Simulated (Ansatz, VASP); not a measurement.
## MgO: VASP beside Ansatz

POSCAR

```
MgO
1.0
    0.0000000000      2.1021086852      2.1021086852
    2.1021086852      0.0000000000      2.1021086852
    2.1021086852      2.1021086852      0.0000000000
Mg O
1 1
Direct
    0.0178392298     -0.0178392298      0.0178392298
    0.5000000000      0.5000000000      0.5000000000
```

INCAR.step1

```
PREC = Accurate
ENCUT = 520
ISMEAR = 0
SIGMA = 0.05
LREAL = False
LASPH = True
NELM = 60
NBANDS = 11
GGA = PE
ALGO = Normal
EDIFF = 1E-4
LWAVE = True
LCHARG = False
```

The input INCAR.step2:

```
PREC = Accurate
ENCUT = 520
EDIFF = 1E-6
ISMEAR = 0
SIGMA = 0.05
LREAL = False
LASPH = True
NELM = 60
ALGO = Normal
ISIF = 2
LWAVE = False
LCHARG = False
METAGGA = R2SCAN
LMIXTAU = True
NBANDS = 11
ISTART = 1
```

Contents of KPOINTS:

```
regular mesh
0
Gamma
  10 10 10
```

Input for Ansatz:

```yaml
crystal:
  lattice:
    - [0.0, 2.1021086852, 2.1021086852]
    - [2.1021086852, 0.0, 2.1021086852]
    - [2.1021086852, 2.1021086852, 0.0]
  atoms:
    - { symbol: Mg, position: [0.0178392298, -0.0178392298, 0.0178392298] }
    - { symbol: O, position: [0.5, 0.5, 0.5] }
basis:
  ecutwfc: 500
kpoints:
  mp_grid: { grid: [10, 10, 10] }
hamiltonian:
  xc: r2scan
scf:
  occupations: { method: gaussian, width: 0.05 }
output:
  forces: true
  stress: true
  eigenvalues: true
```

Change from the starting cell: all Mg atoms moved +0.075 Å, as atom 1 along Cartesian [0 1 0].

Alike in both runs: task single point; functional r2SCAN; k mesh 10 × 10 × 10; occupations gaussian, width 0.05 eV; no spin polarisation.

```csv
,VASP,Ansatz
version,VASP 6.6.1,Ansatz 0.2.0
potentials or method,"VASP PAW PBE potentials, release 64 (Mg, O), cutoff 520 eV","scalar-relativistic, plane waves, PAW"
valence electrons in the cell,8,16
```

|  | VASP | Ansatz | Ansatz less VASP |
| --- | --- | --- | --- |
| gap on the k mesh at the Fermi level (eV) | 5.66 | 5.68 | +0.025 |
| least direct gap on the mesh (eV) | 5.66 | 5.68 | +0.025 |
| pressure (GPa) | -0.5 | 0.6 | +1.13 |
| traceless stress, the component that is largest in VASP (GPa) | 1.43 | 1.40 | -0.033 |
| rms of the force components (eV/Å) | 0.256 | 0.254 | -0.0018 |

VASP's potentials were made for PBE, not for r2SCAN. Atom by atom the forces differ by 0.002 eV/Å (rms over components). VASP's potentials hold 8 valence electrons a cell and Ansatz's 16, so a difference there can come from the potentials and not from the codes.
